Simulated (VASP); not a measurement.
Crystal: SrCl2.

```
Sr Cl
1.0
     0.00000    3.48835    3.48835
     3.48835    0.00000    3.48835
     3.48835    3.48835    0.00000
Sr Cl
1 2
Direct
  0.00000 0.00000 0.00000
  0.25000 0.25000 0.25000
  0.75000 0.75000 0.75000
```

Base run:

| Item | Value |
| --- | --- |
| Program | VASP 6.6.1 |
| Functional | BLYP |
| Potentials or basis | VASP PAW PBE potentials, release 64 (Sr_sv, Cl) |
| Cutoff | 500 eV |
| k mesh | 5 × 5 × 5, shifted |
| Occupations | gaussian, width 0.01 eV |
| Spin | no spin polarisation |

Its results: band gap on the k mesh 5.70 eV (least direct gap 5.71 eV); pressure 2.7 GPa.

Problem. After a change of settings the same cell gave: band gap on the k mesh 5.94 eV; pressure 3.0 GPa. Which change was it?
A. functional from BLYP to PBEsol
B. functional from BLYP to PBE
C. functional from BLYP to RPBE

Solution. C.

Caveats: the PAW data sets were made with another functional, which shifts forces and pressure a little; a shifted mesh leaves out Γ, where band edges can lie; the cell stands under pressure (at least some runs).
